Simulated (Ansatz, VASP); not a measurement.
# Ge in VASP and in Ansatz

```
CELL_PARAMETERS angstrom
0.00000 2.83601 2.83601
2.83601 0.00000 2.83601
2.83601 2.83601 0.00000
ATOMIC_POSITIONS crystal
Ge 0.50000 0.50000 0.50000
Ge 0.75000 0.75000 0.75000
```

Alike in both runs: task single point; functional r2SCAN; k mesh 10 × 10 × 10; occupations fermi-dirac, width 0.03 eV; no spin polarisation.

|  | VASP | Ansatz |
| --- | --- | --- |
| version | VASP 6.6.1 | Ansatz 0.2.0 |
| potentials or method | VASP PAW PBE potentials, release 64 (Ge_d), cutoff 520 eV | plane waves (500 eV) with PAW, scalar-relativistic |
| valence electrons in the cell | 28 | 28 |

|  | VASP | Ansatz | Ansatz less VASP |
| --- | --- | --- | --- |
| pressure (GPa) | 0.1 | 0.1 | -0.05 |

VASP's potentials were made for PBE, not for r2SCAN. The functional is the same, so the differences come from potentials, cutoffs and numerics.
